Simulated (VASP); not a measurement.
Here is a VASP 6.6.1 calculation.

Contents of INCAR:

```
  PREC = Accurate
  ENCUT = 500
  EDIFF = 1E-6
  ISMEAR = 0
  SIGMA = 0.01
  LREAL = False
  LASPH = True
  NELM = 120
  ALGO = Normal
  ISIF = 2
  LWAVE = False
  LCHARG = True
  GGA = PE
  LELF = True
  LVHAR = True
  NBANDS = 16
  GGA_COMPAT = False
```

File KPOINTS:

```
Automatic mesh
0
Gamma
  4 4 4
```

POSCAR

```
GaAs
1.0
    0.0000000000      2.8330831925      2.8330831925
    2.8330831925      0.0000000000      2.8330831925
    2.8330831925      2.8330831925      0.0000000000
Ga As
1 1
Direct
    0.0000000000      0.0000000000      0.0000000000
    0.2500000000      0.2500000000      0.2500000000
```

Potentials or basis: VASP PAW PBE potentials, release 64 (Ga_d, As).

Command:

```sh
$ cat potpaw_PBE.64/Ga_d/POTCAR potpaw_PBE.64/As/POTCAR > POTCAR
$ mpirun -np 1 vasp_std > vasp.out
```

(1) Estimate the band gap on the k mesh.

(2) Estimate the pressure.

## Answers

(1) 0.46 eV, direct.

(2) 3.2 GPa.

Caveat: the k points lie up to 0.48 Å⁻¹ apart.
